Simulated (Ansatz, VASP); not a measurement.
## One calculation of AlNi, two programs

The input INCAR:

```
SYSTEM = AlNi
PREC = Accurate
ENCUT = 520
EDIFF = 1E-7
ISMEAR = -1
SIGMA = 0.05
LREAL = .FALSE.
LASPH = .TRUE.
NELM = 100
ALGO = Normal
ISIF = 2
LWAVE = .FALSE.
LCHARG = .FALSE.
GGA = PE
NBANDS = 21
```

The input KPOINTS:

```
regular mesh
0
G
  11 11 6
  0 0 0
```

The input POSCAR:

```
AlNi
1.0
    3.5207799766      0.0000000000      0.0000000000
   -1.7603899883      3.0490849008      0.0000000000
    0.0000000000      0.0000000000      4.9535666396
Ni Al
2 2
Direct
    0.0000000000      0.0000000000      0.0000000000
    0.0000000000      0.0000000000      0.5000000000
    0.3333333333      0.6666666667      0.2500000000
    0.6666666667      0.3333333333      0.7500000000
```

Input for Ansatz:

```yaml
crystal:
  lattice:
    - [3.5207799766, 0.0, 0.0]
    - [-1.7603899883, 3.0490849008, 0.0]
    - [0.0, 0.0, 4.9535666396]
  atoms:
    - { symbol: Ni, position: [0.0, 0.0, 0.0] }
    - { symbol: Ni, position: [0.0, 0.0, 0.5] }
    - { symbol: Al, position: [0.3333333333, 0.6666666667, 0.25] }
    - { symbol: Al, position: [0.6666666667, 0.3333333333, 0.75] }
kpoints:
  mp_grid: { grid: [11, 11, 6] }
scf:
  occupations: { method: fermi_dirac, width: 0.05 }
hamiltonian:
  xc: pbe
  pseudopotentials: { kind: all_electron, lapw: { basis_error: 0.0005 } }
output:
  forces: true
  stress: true
  eigenvalues: true
  populations: true
```

Alike in both runs: task single point; functional PBE; k mesh 11 × 11 × 6; occupations fermi-dirac, width 0.05 eV; no spin polarisation.

|  | VASP | Ansatz |
| --- | --- | --- |
| version | VASP 6.6.1 | Ansatz 0.2.0 |
| potentials or method | VASP PAW PBE potentials, release 64 (Ni, Al), cutoff 520 eV | all-electron LAPW, scalar-relativistic |

```tsv
	VASP	Ansatz	Ansatz less VASP
pressure (GPa)	9.2	9.2	+0.04
traceless stress, the component that is largest in VASP (GPa)	0.13	0.00	-0.131
```

Ansatz ran all-electron here, and VASP with PAW potentials.
